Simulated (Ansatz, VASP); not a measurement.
# One calculation of BeTe, two programs

File INCAR:

```
PREC     = Accurate       # precision mode
ENCUT    = 600            # plane-wave cutoff, eV
EDIFF    = 1E-6           # SCF threshold, eV
ISMEAR   = 0              # smearing method
SIGMA    = 0.01           # smearing width, eV
LREAL    = F              # projectors in reciprocal space
LASPH    = T              # aspherical terms in the spheres
NELM     = 120            # most SCF steps
ALGO     = Normal         # electronic algorithm
ISIF     = 2              # what is computed and relaxed
LWAVE    = F              # write WAVECAR
LCHARG   = F              # write CHGCAR
GGA      = PE             # functional
NBANDS   = 11             # bands
GGA_COMPAT= F
```

File KPOINTS:

```
regular mesh
0
Gamma
  10 10 10
```

File POSCAR:

```
BeTe
1.0
    0.0000000000      2.8324841938      2.8324841938
    2.8324841938      0.0000000000      2.8324841938
    2.8324841938      2.8324841938      0.0000000000
Be Te
1 1
Direct
    0.0000000000      0.0000000000      0.0000000000
    0.7500000000      0.7500000000      0.7500000000
```

Input for Ansatz:

```yaml
crystal:
  lattice:
    - [0.0, 2.8324841938, 2.8324841938]
    - [2.8324841938, 0.0, 2.8324841938]
    - [2.8324841938, 2.8324841938, 0.0]
  atoms:
    - { symbol: Be, position: [0.0, 0.0, 0.0] }
    - { symbol: Te, position: [0.75, 0.75, 0.75] }
basis:
  ecutwfc: 420
  ecutrho_ratio: 4
kpoints:
  mp_grid: { grid: [10, 10, 10] }
hamiltonian:
  xc: pbe
scf:
  occupations: { method: fixed }
  convergence: { dr2_threshold: 1.0e-11 }
output:
  forces: true
  stress: true
  eigenvalues: true
  polarization: {}
```

Alike in both runs: task single point; functional PBE; k mesh 10 × 10 × 10; no spin polarisation.

|  | VASP | Ansatz |
| --- | --- | --- |
| version | VASP 6.6.1 | Ansatz 0.2.0 |
| potentials or method | VASP PAW PBE potentials, release 64 (Be, Te), cutoff 600 eV | scalar-relativistic, plane waves, PAW |
| occupations | gaussian, width 0.01 eV | fixed |
| valence electrons in the cell | 8 | 18 |

|  | VASP | Ansatz | Ansatz less VASP |
| --- | --- | --- | --- |
| gap on the k mesh at the Fermi level (eV) | 2.02 | 2.03 | +0.014 |
| least direct gap on the mesh (eV) | 3.62 | 3.64 | +0.018 |
| pressure (GPa) | 0.1 | 0.0 | -0.13 |

VASP's potentials hold 8 valence electrons a cell and Ansatz's 18, so a difference there can come from the potentials and not from the codes.

Spin-orbit coupling is off throughout.
